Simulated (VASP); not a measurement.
The system is Nb.

```xyz
1
Lattice="-1.6640 1.6640 1.6640 1.6640 -1.6640 1.6640 1.6640 1.6640 -1.6640" Properties=species:S:1:pos:R:3 pbc="T T T"
Nb    0.0000    0.0000    0.0000
```

| Item | Value |
| --- | --- |
| Program | VASP 6.6.1 |
| Task | relaxation of cell and atoms |
| Functional | PBE |
| Potentials or basis | VASP PAW PBE potentials, release 64 (Nb_sv) |
| Cutoff | 500 eV |
| k mesh | 13 × 13 × 13 |
| Occupations | fermi-dirac, width 0.1 eV |
| Spin | no spin polarisation |

At the start: pressure -3.1 GPa; volume 18.43 Å³/atom.

**Question.** Where does the relaxation end?

**Answer.** Over 3 steps the energy falls by 3.3 meV/atom and the volume is 18.09 Å³/atom (-1.8 %); space group Im-3m (No. 229, to 0.1 Å) before and after.

Step by step:
| step | energy change (eV) | largest force (eV/Å) | pressure (GPa) | volume (Å³) |
| --- | --- | --- | --- | --- |
| 1 | 0.0000 | 0.0000 | -3.07 | 18.43 |
| 2 | 0.0070 | 0.0000 | 5.88 | 17.50 |
| 3 | -0.0033 | 0.0000 | -0.03 | 18.09 |

Final structure:
```xyz
1
Lattice="-1.6536 1.6536 1.6536 1.6536 -1.6536 1.6536 1.6536 1.6536 -1.6536" Properties=species:S:1:pos:R:3 pbc="T T T"
Nb    0.0000    0.0000    0.0000
```
